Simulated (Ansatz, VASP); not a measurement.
## One calculation of Zn4SO3, two programs

Contents of INCAR:

```
SYSTEM = Zn4SO3
PREC = Accurate
ENCUT = 520
EDIFF = 1E-6
ISMEAR = 0
SIGMA = 0.01
LREAL = .FALSE.
LASPH = .TRUE.
NELM = 80
ALGO = Normal
ISIF = 2
LWAVE = .FALSE.
LCHARG = .FALSE.
GGA = PE
NBANDS = 46
```

File KPOINTS:

```
regular mesh
0
G
  10 10 4
  0 0 0
```

File POSCAR:

```
Zn4SO3
1.0
    3.4588404000      0.0000000000      0.0000000000
    0.0000000000      3.4588404000      0.0000000000
    0.0000000000      0.0000000000      9.3506509000
Zn S O
4 1 3
Direct
    0.5000000000      0.0000000000      0.6608290000
    0.0000000000      0.5000000000      0.8883400000
    0.5000000000      0.0000000000      0.1116600000
    0.0000000000      0.5000000000      0.3391710000
    0.5000000000      0.5000000000      0.5000000000
    0.0000000000      0.0000000000      0.7761440000
    0.5000000000      0.5000000000      0.0000000000
    0.0000000000      0.0000000000      0.2238560000
```

Input for Ansatz:

```yaml
crystal:
  lattice:
    - [3.4588404, 0.0, 0.0]
    - [0.0, 3.4588404, 0.0]
    - [0.0, 0.0, 9.3506509]
  atoms:
    - { symbol: Zn, position: [0.5, 0.0, 0.660829] }
    - { symbol: Zn, position: [0.0, 0.5, 0.88834] }
    - { symbol: Zn, position: [0.5, 0.0, 0.11166] }
    - { symbol: Zn, position: [0.0, 0.5, 0.339171] }
    - { symbol: S, position: [0.5, 0.5, 0.5] }
    - { symbol: O, position: [0.0, 0.0, 0.776144] }
    - { symbol: O, position: [0.5, 0.5, 0.0] }
    - { symbol: O, position: [0.0, 0.0, 0.223856] }
basis:
  ecutwfc: 420
kpoints:
  mp_grid: { grid: [10, 10, 4] }
hamiltonian:
  xc: pbe
scf:
  occupations: { method: gaussian, width: 0.01 }
output:
  forces: false
  stress: false
  eigenvalues: true
  eigenstates:
    kpoints:
      - [0.0, -0.5, -0.010417]
      - [0.011009831, -0.5, -0.010417]
      - [-0.011009831, -0.5, -0.010417]
      - [0.0, -0.488990169, -0.010417]
      - [0.0, -0.511009831, -0.010417]
      - [0.0, -0.5, 0.019347046]
      - [0.0, -0.5, -0.040181046]
      - [0.007785126, -0.492214874, -0.010417]
      - [-0.007785126, -0.507785126, -0.010417]
      - [0.007785126, -0.5, 0.010629359]
      - [-0.007785126, -0.5, -0.031463359]
      - [0.0, -0.492214874, 0.010629359]
      - [0.0, -0.507785126, -0.031463359]
      - [0.006356529, -0.493643471, 0.00676728]
      - [-0.006356529, -0.506356529, -0.02760128]
      - [0.0, 0.0, 0.0]
      - [0.011009831, 0.0, 0.0]
      - [-0.011009831, 0.0, 0.0]
      - [0.0, 0.011009831, 0.0]
      - [0.0, -0.011009831, 0.0]
      - [0.0, 0.0, 0.029764046]
      - [0.0, 0.0, -0.029764046]
      - [0.007785126, 0.007785126, 0.0]
      - [-0.007785126, -0.007785126, 0.0]
      - [0.007785126, 0.0, 0.021046359]
      - [-0.007785126, 0.0, -0.021046359]
      - [0.0, 0.007785126, 0.021046359]
      - [0.0, -0.007785126, -0.021046359]
      - [0.006356529, 0.006356529, 0.01718428]
      - [-0.006356529, -0.006356529, -0.01718428]
    e_range: [-1.626836, 1.626836]
checkpoint:
  read: start.run
  write: ck
  compress: false
  write_wavefunctions: false
  write_every: 100000
```

Alike in both runs: task single point; functional PBE; k mesh 10 × 10 × 4; occupations gaussian, width 0.01 eV; no spin polarisation.

|  | VASP | Ansatz |
| --- | --- | --- |
| version | VASP 6.6.1 | Ansatz 0.2.0 |
| potentials or method | VASP PAW PBE potentials, release 64 (Zn, S, O), cutoff 520 eV | scalar-relativistic, plane waves, PAW |
| valence electrons in the cell | 72 | 72 |

|  | VASP | Ansatz | Ansatz less VASP |
| --- | --- | --- | --- |
| gap on the k mesh at the Fermi level (eV) | 0.12 | 0.13 | +0.005 |
| least direct gap on the mesh (eV) | 0.25 | 0.25 | +0.006 |

The functional is the same, so the differences come from potentials, cutoffs and numerics.
